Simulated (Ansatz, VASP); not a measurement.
TaTiN in VASP and in Ansatz

```xyz
6
Lattice="3.4214 0.0000 0.0000 0.0000 3.4214 0.0000 0.0000 0.0000 6.5416" Properties=species:S:1:pos:R:3 pbc="T T T"
Ti    0.0000    0.0000    4.9062
Ti    0.0000    0.0000    1.6354
Ta    1.7107    1.7107    0.0000
Ta    1.7107    1.7107    3.2708
N     1.7107    0.0000    3.2708
N     0.0000    1.7107    0.0000
```

Change from the starting cell: species swapped into the TbCoC type (P4_2/mmc, No. 131).

Alike in both runs: task single point; functional PBE; k mesh 6 × 6 × 4; occupations gaussian, width 0.1 eV; collinear spin.

|  | VASP | Ansatz |
| --- | --- | --- |
| version | VASP 6.6.1 | Ansatz 0.2.0 |
| potentials or method | VASP PAW PBE potentials, release 64 (Ti_sv, Ta_pv, N), cutoff 520 eV | scalar-relativistic, plane waves, PAW |
| valence electrons in the cell | 56 | 60 |

|  | VASP | Ansatz | Ansatz less VASP |
| --- | --- | --- | --- |
| gap on the k mesh at the Fermi level (eV) | none | none | - |
| net moment per atom (μB) | 0.00 | 0.00 | 0.000 |

A gap of «none» marks a metal or a gap that the smearing closes. The functional is the same, so the differences come from potentials, cutoffs and numerics. VASP's potentials hold 56 valence electrons a cell and Ansatz's 60, so a difference there can come from the potentials and not from the codes. Ansatz's warnings: seeded moment not kept.

Spin-orbit coupling is off throughout.
